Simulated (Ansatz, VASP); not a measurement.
## AlC in VASP and in Ansatz

```
CELL_PARAMETERS angstrom
2.68563 0.00000 0.00000
0.00000 2.68563 0.00000
0.00000 0.00000 2.71353
ATOMIC_POSITIONS crystal
Al 0.00000 0.00000 0.00000
C 0.50000 0.50000 0.50000
```

Alike in both runs: functional PBE; k mesh 6 × 6 × 5; occupations gaussian, width 0.2 eV; no spin polarisation.

Ansatz relaxed the structure, and its values are those at the end. VASP's run is a single point on that final structure, the one shown.

|  | VASP | Ansatz |
| --- | --- | --- |
| version | VASP 6.6.1 | Ansatz 0.2.0 |
| potentials or method | VASP PAW PBE potentials, release 64 (Al, C), cutoff 600 eV | scalar-relativistic, plane waves, PAW |
| valence electrons in the cell | 7 | 7 |

```csv
,VASP,Ansatz,Ansatz less VASP
gap on the k mesh at the Fermi level (eV),none,none,-
pressure (GPa),-0.4,-0.3,+0.08
```

A gap of «none» marks a metal or a gap that the smearing closes. The functional is the same, so the differences come from potentials, cutoffs and numerics.

The k mesh is coarse, so the values compare programs but aren't converged.
